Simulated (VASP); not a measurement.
Here is a VASP 6.6.1 calculation.

INCAR

```
SYSTEM = MgO
  ALGO = Normal
  EDIFF = 1E-6
  ENCUT = 750
  GGA = CA
  GGA_COMPAT = .FALSE.
  ISIF = 2
  ISMEAR = 0
  LASPH = .TRUE.
  LCHARG = .FALSE.
  LREAL = .FALSE.
  LWAVE = .FALSE.
  NBANDS = 24
  NELM = 120
  PREC = Accurate
  SIGMA = 0.05
```

File KPOINTS:

```
k-points
0
G
  9 9 6
  0 0 0
```

The input POSCAR:

```
MgO
1.0
    3.4919221997      0.0000000000      0.0000000000
   -1.7459610999      3.0240933330      0.0000000000
    0.0000000000      0.0000000000      4.4712249954
Mg O
2 2
Direct
    0.3333333333      0.6666666667      0.0021597400
    0.6666666667      0.3333333333      0.5021597400
    0.3333333333      0.6666666667      0.4024402600
    0.6666666667      0.3333333333      0.9024402600
```

Potentials or basis: VASP PAW LDA potentials, release 64 (Mg_sv, O).

The run is started by

```bash
$ cat potpaw_LDA.64/Mg_sv/POTCAR potpaw_LDA.64/O/POTCAR > POTCAR
$ mpirun -np 1 vasp_std > vasp.out
```

(1) Estimate the band gap on the k mesh.

(2) Estimate the pressure.

(3) Estimate the largest force.

Answers

(1) 3.20 eV.

(2) -1.1 GPa.

(3) 2.607 eV/Å.

Caveat: the stress differs along the axes, from -13 to 23 GPa; forces of over 1 eV/Å act on the atoms, so gaps and moduli don't describe the material at rest.
